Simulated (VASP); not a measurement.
# F: single point with PBEsol

Crystal: F.

```xyz
4
Lattice="3.5401 -2.0919 0.0000 3.5401 2.0919 0.0000 0.0000 0.0000 6.5670" Properties=species:S:1:pos:R:3 pbc="T T T"
F     3.5401   -1.7260    0.6305
F     3.5401   -0.3659    3.9140
F     3.5401    0.3659    2.6530
F     3.5401    1.7260    5.9365
```

This cell differs from its parent crystal: strain +0.000 along x and y, +0.030 along z.

```json
{
  "Program": "VASP 6.6.1",
  "Task": "single point",
  "Functional": "PBEsol",
  "Potentials or basis": "VASP PAW PBE potentials, release 64 (F)",
  "Cutoff": "520 eV",
  "k mesh": "6 × 6 × 4",
  "Occupations": "gaussian, width 0.05 eV",
  "Spin": "no spin polarisation",
  "Dipole correction": "no",
  "Further INCAR settings": "ALGO = Normal; EDIFF = 1e-07; NBANDS = 22"
}
```

- Pressure: -2.8 GPa
- Largest force: 1.435 eV/Å
- Band gap on the k mesh: 2.68 eV

Forces on the atoms (eV/Å):
```
F    0.000 -0.725 -1.239
F    0.000  0.725 -1.239
F    0.000 -0.725  1.239
F    0.000  0.725  1.239
```

Stress tensor (GPa, compression positive):
```
-0.47  0.00  0.00
 0.00 -2.38  0.00
 0.00  0.00 -5.65
```

Levels at points of the mesh, in eV from the valence-band top:
```tsv
k point	band 10	band 11	band 12	band 13	band 14	band 15	band 16	band 17	band 18	band 19
(0.00, 0.00, 0.00)	-3.01	-0.33	-0.13	-0.04	0.00	2.68	3.03	8.54	11.58	12.24
(0.50, 0.00, 0.00)	-3.10	-0.14	-0.14	-0.11	-0.11	2.87	2.87	11.53	11.53	14.26
(0.50, 0.50, 0.00)	-3.06	-0.34	-0.25	-0.01	0.00	2.74	3.01	11.17	12.44	13.71
(0.00, 0.00, 0.50)	-3.06	-0.17	-0.17	-0.09	-0.09	2.83	2.83	9.48	9.48	15.53
(0.50, 0.00, 0.50)	-3.11	-0.13	-0.13	-0.08	-0.08	2.87	2.87	12.23	12.23	12.28
(0.50, 0.50, 0.50)	-3.11	-0.18	-0.18	-0.13	-0.13	2.86	2.86	11.86	11.86	13.24
```

Run time: 30 s on 1 thread of Intel(R) Xeon(R) Platinum 8559C (Emerald Rapids) (shared host), peak memory 0.23 GiB.

Caveat: the cell differs from its parent crystal (strain +0.000 along x and y, +0.030 along z); the stress differs along the axes, from -6 to -0 GPa; the PAW data sets were made with another functional, which shifts forces and pressure a little. A k mesh can miss the band edges.
